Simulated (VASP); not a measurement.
# Hf (Fm-3m) in VASP: notebook

The runs below take Hf through single point, with r2SCAN.

Everything below comes from runs of VASP 6.6.1. Logs are shortened: lines on timing, memory, paths and dates and some standing lists are left out, and cuts for length are marked.

## 1. The cell of the first run

The structure is cubic, space group Fm-3m (No. 225). Conventional cell: a = 4.085 Å, b = 4.085 Å, c = 4.085 Å, α = 90.00°, β = 90.00°, γ = 90.00°. Hf (site symmetry m-3m) has 12 Hf at 2.89 Å within 3.8 Å.

This isn't the form of Hf at room conditions, which is hcp.

## 2. Single point, r2SCAN (strain -0.080 along x and y, -0.080 along z)

Input file POSCAR:

```
Hf
1.0
    0.0000000000      2.0424000000      2.0424000000
    2.0424000000      0.0000000000      2.0424000000
    2.0424000000      2.0424000000      0.0000000000
Hf
1
Direct
    0.0000000000      0.0000000000      0.0000000000
```

Input file INCAR.step1:

```
ALGO = Normal
EDIFF = 1E-4
ENCUT = 520
GGA = PE
ISMEAR = 0
LASPH = True
LCHARG = False
LREAL = False
LWAVE = True
NBANDS = 11
NELM = 60
PREC = Accurate
SIGMA = 0.15
```

Input file INCAR.step2:

```
ALGO = Normal
EDIFF = 1E-6
ENCUT = 520
ISIF = 2
ISMEAR = 0
ISTART = 1
LASPH = True
LCHARG = False
LMIXTAU = True
LREAL = False
LWAVE = False
METAGGA = R2SCAN
NBANDS = 11
NELM = 60
PREC = Accurate
SIGMA = 0.15
```

Input file KPOINTS:

```
k-points
0
Gamma
  18 18 18
```

Potentials or basis: VASP PAW PBE potentials, release 64 (Hf_pv).

Launch:

```sh
$ cat potpaw_PBE.64/Hf_pv/POTCAR > POTCAR
$ cp INCAR.step1 INCAR
$ mpirun -np 1 vasp_std > vasp.out
$ cp INCAR.step2 INCAR
$ mpirun -np 1 vasp_std > vasp.out
```

OUTCAR:

```text
EDIFF = 1E-6
   ENCUT = 520
   ISIF = 2
   ISMEAR = 0
   ISTART = 1
   LASPH = True
   LREAL = False
   METAGGA = R2SCAN
   NELM = 60
   PREC = Accurate

 ion  position               nearest neighbor table
   1  0.000  0.000  0.000-

  LATTYP: Found a face centered cubic cell.
 ALAT       =     4.0848000000

  Lattice vectors:

 A1 = (   0.0000000000,   2.0424000000,   2.0424000000)
 A2 = (   2.0424000000,   0.0000000000,   2.0424000000)
 A3 = (   2.0424000000,   2.0424000000,   0.0000000000)

Analysis of symmetry for initial positions (statically):
=====================================================================
 Subroutine PRICEL returns:
 Original cell was already a primitive cell.

 Routine SETGRP: Setting up the symmetry group for a
 face centered cubic supercell.

 Subroutine GETGRP returns: Found 48 space group operations
 (whereof 48 operations were pure point group operations)
 out of a pool of 48 trial point group operations.

The static configuration has the point symmetry O_h .

Analysis of symmetry for dynamics (positions and initial velocities):
=====================================================================
 Subroutine PRICEL returns:
 Original cell was already a primitive cell.

 Routine SETGRP: Setting up the symmetry group for a
 face centered cubic supercell.

 Subroutine GETGRP returns: Found 48 space group operations
 (whereof 48 operations were pure point group operations)
 out of a pool of 48 trial point group operations.

The dynamic configuration has the point symmetry O_h .

 Subroutine INISYM returns: Found 48 space group operations
 (whereof 48 operations are pure point group operations),
 and found     1 'primitive' translations

----------------------------------------------------------------------------------------

                                     Primitive cell

  volume of cell :      17.0393

  direct lattice vectors                    reciprocal lattice vectors
     0.000000000  2.042400000  2.042400000    -0.244810027  0.244810027  0.244810027
     2.042400000  0.000000000  2.042400000     0.244810027 -0.244810027  0.244810027
     2.042400000  2.042400000  0.000000000     0.244810027  0.244810027 -0.244810027

  length of vectors
     2.888389780  2.888389780  2.888389780     0.424023406  0.424023406  0.424023406

  position of ions in fractional coordinates (direct lattice)
     0.000000000  0.000000000  0.000000000

  ion indices of the primitive-cell ions
   primitive index   ion index
                 1           1

----------------------------------------------------------------------------------------

 KPOINTS: k-points

Automatic generation of k-mesh.
 Grid dimensions read from file:
 generate k-points for:   18   18   18

 Generating k-lattice:

  Cartesian coordinates                     Fractional coordinates (reciprocal lattice)
    -0.013600557  0.013600557  0.013600557     0.055555556  0.000000000  0.000000000
     0.013600557 -0.013600557  0.013600557     0.000000000  0.055555556  0.000000000
     0.013600557  0.013600557 -0.013600557     0.000000000  0.000000000  0.055555556

  Length of vectors
     0.023556856  0.023556856  0.023556856

  Shift w.r.t. Gamma in fractional coordinates (k-lattice)
     0.000000000  0.000000000  0.000000000

 Subroutine IBZKPT returns following result:
 ===========================================

 Found    195 irreducible k-points:

 Following reciprocal coordinates:
            Coordinates               Weight
  0.000000  0.000000  0.000000      1.000000
  0.055556  0.000000  0.000000      8.000000
  0.111111  0.000000  0.000000      8.000000
  0.166667  0.000000  0.000000      8.000000
  0.222222  0.000000  0.000000      8.000000
  0.277778  0.000000  0.000000      8.000000
[... 16 lines left out ...]
 -0.277778  0.055556  0.000000     24.000000
 -0.222222  0.055556  0.000000     24.000000
 [... further k-points ...]
   k-points           NKPTS =    195   k-points in BZ     NKDIM =    195   number of bands    NBANDS=     11
   number of dos      NEDOS =    301   number of ions     NIONS =      1
   total plane-waves  NPLWV =  13824
   dimension x,y,z NGX =    24 NGY =   24 NGZ =   24
   dimension x,y,z NGXF=    48 NGYF=   48 NGZF=   48
   ions per type =               1
   NGX,Y,Z   is equivalent  to a cutoff of  13.81, 13.81, 13.81 a.u.
   NGXF,Y,Z  is equivalent  to a cutoff of  27.63, 27.63, 27.63 a.u.
 SYSTEM =  unknown system
   PREC   = accura    normal or accurate (medium, high low for compatibility)
   ISTART =      1    job   : 0-new  1-cont  2-samecut
   ICHARG =      0    charge: 1-file 2-atom 10-const
   ISPIN  =      1    spin polarized calculation?
   LNONCOLLINEAR =      F non collinear calculations
   LSORBIT =      F    spin-orbit coupling
   LASPH  =      T    aspherical Exc in radial PAW
   ENCUT  =  520.0 eV  38.22 Ry    6.18 a.u.   5.37  5.37  5.37*2*pi/ulx,y,z
   NELM   =     60;   NELMIN=  2; NELMDL=  0     # of ELM steps
   EDIFF  = 0.1E-05   stopping-criterion for ELM
   LREAL  =      F    real-space projection
   EDIFFG = 0.1E-04   stopping-criterion for IOM
   NSW    =      0    number of steps for IOM
   IBRION =     -1    ionic relax: 0-MD 1-quasi-New 2-CG
   NFREE  =      0    steps in history (QN), initial steepest desc. (CG)
   ISIF   =      2    stress and relaxation
   ISYM   =      2    0-nonsym 1-usesym 2-fastsym
   POTIM  = 0.5000    time-step for ionic-motion
   TEBEG  =    0.0;   TEEND  =   0.0 temperature during run
   PSTRESS=    0.0 pullay stress
   NELECT =      10.0000    total number of electrons
   NUPDOWN=      -1.0000    fix difference up-down
   EMIN   =  10.00;   EMAX   =-10.00  energy-range for DOS
   EFERMI =   0.00;   METHOD = LEGACY
   ISMEAR =     0;   SIGMA  =   0.15  broadening in eV -4-tet -1-fermi 0-gaus
   EFERMI_NEDOS =   21; number of points for ismear=-14 and -15
   IALGO  =     38    algorithm
   IMIX   =      4    mixing-type and parameters
     AMIX     =   0.40;   BMIX     =  1.00
     AMIX_MAG =   1.60;   BMIX_MAG =  1.00
  volume/ion in A,a.u.               =      17.04       114.99
  Fermi-wavevector in a.u.,A,eV,Ry     =   1.370642  2.590138 25.560714  1.878659
  Thomas-Fermi vector in A             =   2.496410
   LORBIT       =      0    0 simple, 1 ext, 2 COOP (PROOUT), +10 PAW based schemes
   METAGGA = R2SCAN    functional components
   LHFCALC =     F    Hartree Fock is set to
   AEXX    =    0.0000 exact exchange contribution
   IVDW    =     0    specifies the selected vdW correction
   LEPSILON=     F    determine dielectric tensor
   LRPA    =     F    only Hartree local field effects (RPA)
 non-spin polarized calculation
 Gauss-broadening in eV      SIGMA  =   0.15
  energy-cutoff  :      520.00
  volume of cell :       17.04
 maximum number of plane-waves:       473
 NGX is ok and might be reduce to    24
   NGX = 11   NGY = 11   NGZ = 11

 number of electron       9.9999999 magnetization

 Free energy of the ion-electron system (eV)
  ---------------------------------------------------
  ext. energy  EPLUGINS =         0.00000000
  ---------------------------------------------------
  free energy    TOTEN  =       -44.47941309 eV

  energy without entropy =      -44.46991971  energy(sigma->0) =      -44.47466640

 E-fermi :   6.7273     XC(G=0): -13.6277

 val. band max:        6.7113329792   @ k =  -0.3333   0.3889   0.1667
 cond. band min:       6.7302686724   @ k =  -0.1667   0.2778   0.1111
 fundamental gap:      0.0189356932
 Fermi energy:         6.7272555479

 k-point     1 :       0.0000    0.0000    0.0000
  band No.  band energies     occupation
      1     -23.4045      2.00000
      2     -23.4045      2.00000
      3     -23.4045      2.00000
      4      -1.6663      2.00000
      5       8.3203      0.00000
      6       8.3203      0.00000
      7       8.3203      0.00000
      8      12.4272      0.00000
      9      12.4272      0.00000
     10      19.4407      0.00000
     11      19.5473      0.00000

 k-point     2 :       0.0556    0.0000    0.0000
  band No.  band energies     occupation
      1     -23.4731      2.00000
      2     -23.4122      2.00000
      3     -23.4122      2.00000
      4      -1.5071      2.00000
      5       8.1500      0.00000
      6       8.3952      0.00000
      7       8.3952      0.00000
      8      12.3264      0.00000
      9      12.3264      0.00000
     10      19.5472      0.00000
     11      19.7992      0.00000

 k-point     3 :       0.1111    0.0000    0.0000
  band No.  band energies     occupation
      1     -23.6670      2.00000
      2     -23.4342      2.00000
      3     -23.4342      2.00000
      4      -1.0511      2.00000
      5       7.7226      0.00000
      6       8.5905      0.00000
      7       8.5905      0.00000
      8      12.0948      0.00000
      9      12.0948      0.00000
     10      19.5473      0.00000
     11      20.7196      0.00000

 k-point     4 :       0.1667    0.0000    0.0000
  band No.  band energies     occupation
      1     -23.9543      2.00000
      2     -23.4677      2.00000
      3     -23.4677      2.00000
      4      -0.3641      2.00000
      5       7.2174      0.00000
      6       8.8027      0.00000
      7       8.8027      0.00000
      8      11.9249      0.00000
      9      11.9249      0.00000
     10      19.5472      0.00000
     11      21.2085      0.00000
[... 239 lines left out ...]
 k-point    22 :      -0.3333    0.0556    0.0000
  band No.  band energies     occupation
      1     -25.0257      2.00000
      2     -23.6715      2.00000
      3     -23.5881      2.00000
      4       1.9639      2.00000
      5       7.0292      0.00442
      6       8.1939      0.00000
      7       8.4408      0.00000
      8      13.1790      0.00000
      9      14.5103      0.00000
     10      19.2236      0.00000
     11      19.5484      0.00000

 k-point    23 :      -0.2778    0.0556    0.0000
  band No.  band energies     occupation
      1     -24.7417      2.00000
      2     -23.6360      2.00000
      3     -23.5449      2.00000
      4       1.5301      2.00000
      5       6.6455      1.55933
      6       8.4728      0.00000
      7       8.7247      0.00000
      8      12.2293      0.00000
      9      13.6354      0.00000
     10      19.5454      0.00000
     11      19.7174      0.00000

 k-point    24 :      -0.2222    0.0556    0.0000
  band No.  band energies     occupation
      1     -24.4144      2.00000
      2     -23.5915      2.00000
      3     -23.5008      2.00000
      4       0.8321      2.00000
      5       6.6398      1.59057
      6       8.7302      0.00000
      7       8.9589      0.00000
      8      11.5429      0.00000
      9      12.8973      0.00000
     10      19.5470      0.00000
     11      20.4685      0.00000

 [... further k-points ...]

------------------------ aborting loop because EDIFF is reached ----------------------------------------

  FORCE on cell =-STRESS in cart. coord.  units (eV):
  Direction    XX          YY          ZZ          XY          YZ          ZX
  --------------------------------------------------------------------------------------
  -------------------------------------------------------------------------------------
  Total        4.6374562      4.6374562      4.6374562      0.0000000     -0.0000000      0.0000000
  in kB      436.0517190    436.0517190    436.0517190      0.0000000     -0.0000000      0.0000000
  external PRESSURE =     436.0517190 kB  Pullay stress =       0.0000000 kB

 VOLUME and BASIS-vectors are now :
 -----------------------------------------------------------------------------
  energy-cutoff  :      520.00
  volume of cell :       17.04
      direct lattice vectors                 reciprocal lattice vectors
     0.000000000  2.042400000  2.042400000    -0.244810027  0.244810027  0.244810027
     2.042400000  0.000000000  2.042400000     0.244810027 -0.244810027  0.244810027
     2.042400000  2.042400000  0.000000000     0.244810027  0.244810027 -0.244810027

 POSITION                                       TOTAL-FORCE (eV/Angst)
 -----------------------------------------------------------------------------------
      0.00000      0.00000      0.00000         0.000000      0.000000      0.000000
 -----------------------------------------------------------------------------------
    total drift:                               -0.000000      0.000000      0.000000

  FREE ENERGIE OF THE ION-ELECTRON SYSTEM (eV)
  ---------------------------------------------------
  free  energy   TOTEN  =       -44.4794130916 eV

  energy  without entropy=      -44.4699197101  energy(sigma->0) =      -44.47466640
```

It took 91 s on 1 thread of AMD EPYC 9R45 (Zen 5), shared host; peak memory 0.14 GiB.

Results:

| Quantity | Value |
| --- | --- |
| Free energy | -44.4794 eV |
| Pressure | 43.6 GPa |
| Band gap on the k mesh | zero (bands 5 and 6 overlap by 2.50 eV) |

Caveat: the cell differs from its parent crystal (strain -0.080 along x and y, -0.080 along z); the cell stands under pressure; the PAW data sets were made with another functional, which shifts forces and pressure a little; spin-orbit coupling is left out, which moves the levels of the heavy elements.

## 3. Single point, r2SCAN (strain -0.040 along x and y, -0.040 along z)

Input file POSCAR:

```
Hf
1.0
    0.0000000000      2.1312000000      2.1312000000
    2.1312000000      0.0000000000      2.1312000000
    2.1312000000      2.1312000000      0.0000000000
Hf
1
Direct
    0.0000000000      0.0000000000      0.0000000000
```

Input file INCAR.step1:

```
PREC     = Accurate       # precision mode
ENCUT    = 520            # plane-wave cutoff, eV
ISMEAR   = 0              # smearing method
SIGMA    = 0.15           # smearing width, eV
LREAL    = False          # projectors in reciprocal space
LASPH    = True           # aspherical terms in the spheres
NELM     = 100            # most SCF steps
NBANDS   = 11             # bands
GGA      = PE             # functional
ALGO     = Normal         # electronic algorithm
EDIFF    = 1E-4           # SCF threshold, eV
LWAVE    = True           # write WAVECAR
LCHARG   = False          # write CHGCAR
```

Input file INCAR.step2:

```
PREC     = Accurate       # precision mode
ENCUT    = 520            # plane-wave cutoff, eV
EDIFF    = 1E-7           # SCF threshold, eV
ISMEAR   = 0              # smearing method
SIGMA    = 0.15           # smearing width, eV
LREAL    = False          # projectors in reciprocal space
LASPH    = True           # aspherical terms in the spheres
NELM     = 100            # most SCF steps
ALGO     = Normal         # electronic algorithm
ISIF     = 2              # what is computed and relaxed
LWAVE    = False          # write WAVECAR
LCHARG   = False          # write CHGCAR
METAGGA  = R2SCAN         # meta-GGA
LMIXTAU  = True         
NBANDS   = 11             # bands
ISTART   = 1
```

Input file KPOINTS:

```
regular mesh
0
Gamma
  18 18 18
```

Potentials or basis: VASP PAW PBE potentials, release 64 (Hf_pv).

Launch:

```sh
$ cat potpaw_PBE.64/Hf_pv/POTCAR > POTCAR
$ cp INCAR.step1 INCAR
$ mpirun -np 1 vasp_std > vasp.out
$ cp INCAR.step2 INCAR
$ mpirun -np 1 vasp_std > vasp.out
```

Run time: 2 min. Hardware: 1 thread of AMD EPYC 9R45 (Zen 5), shared host; peak memory 0.15 GiB.

Results (log left out):

- Free energy: -44.9154 eV
- Pressure: 18.7 GPa
- Band gap on the k mesh: zero (bands 5 and 6 overlap by 2.44 eV)

Levels at points of the mesh, in eV from the Fermi level:
```csv
k point,band 2,band 3,band 4,band 5,band 6,band 7,band 8,band 9
"(0.00, 0.00, 0.00)",-30.57,-30.57,-8.03,1.64,1.64,1.64,5.19,5.19
"(0.50, 0.00, 0.00)",-30.75,-30.75,-4.20,0.96,1.36,1.36,7.73,7.73
"(0.50, 0.50, 0.00)",-31.05,-31.05,-4.04,-2.79,3.37,7.81,8.46,8.46
```

Caveat: the cell differs from its parent crystal (strain -0.040 along x and y, -0.040 along z); the cell stands under pressure; the PAW data sets were made with another functional, which shifts forces and pressure a little; spin-orbit coupling is left out, which moves the levels of the heavy elements.
